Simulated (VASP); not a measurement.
Set up this calculation in VASP 6.6.1, as the native input.

```
Task                   : single point
Functional             : PBE
Potentials or basis    : VASP PAW PBE potentials, release 64 (Sb, Te, O)
Cutoff                 : 600 eV
k mesh                 : 2 × 2 × 2
Occupations            : gaussian, width 0.15 eV
Spin                   : no spin polarisation
Dipole correction      : no
Further INCAR settings : ALGO = Normal; EDIFF = 1e-06; NBANDS = 29
```

The structure of Sb2Te4O lies in POSCAR:

```
Sb2Te4O
1.0
    0.0000000000      3.6209210292      8.4328959221
    3.3075253238      0.0000000000      8.4328959221
    3.3075253238      3.6209210292      0.0000000000
Sb Te O
2 4 1
Direct
    0.0000000000      0.0000000000      0.0000000000
    0.5000000000      0.5000000000      0.5000000000
    0.2480987062      0.2480987062      0.7519012938
    0.7519012938      0.7519012938      0.2480987062
    0.8881906356      0.8881906356      0.6118093644
    0.6118093644      0.6118093644      0.8881906356
    0.2500000000      0.2500000000      0.2500000000
```

The cell was built from a structure type or drawn by symmetry, and may not be a known phase.

One way to write it, as run:

INCAR

```
SYSTEM = Sb2Te4O
ALGO = Normal ; EDIFF = 1E-6
ENCUT = 600 ; GGA = PE
GGA_COMPAT = .False. ; ISIF = 2
ISMEAR = 0 ; LASPH = .True.
LCHARG = .False. ; LREAL = .False.
LWAVE = .False. ; NBANDS = 29
NELM = 120 ; PREC = Accurate
SIGMA = 0.15
```

KPOINTS

```
k-points
0
Gamma
  2 2 2
  0 0 0
```

Potentials or basis: VASP PAW PBE potentials, release 64 (Sb, Te, O).

Command:

```console
$ cat potpaw_PBE.64/Sb/POTCAR potpaw_PBE.64/Te/POTCAR potpaw_PBE.64/O/POTCAR > POTCAR
$ mpirun -np 1 vasp_std > vasp.out
```

It gave:

```
Pressure               : 0.0 GPa
Largest force          : 0.053 eV/Å
Band gap on the k mesh : zero (bands 20 and 21 overlap by 0.36 eV)
```

Caveat: the k points lie up to 0.67 Å⁻¹ apart; spin-orbit coupling is left out, which moves the levels of the heavy elements.

It took 110 s on 1 thread of Intel Xeon 8259CL (shared host), peak memory 0.48 GiB.
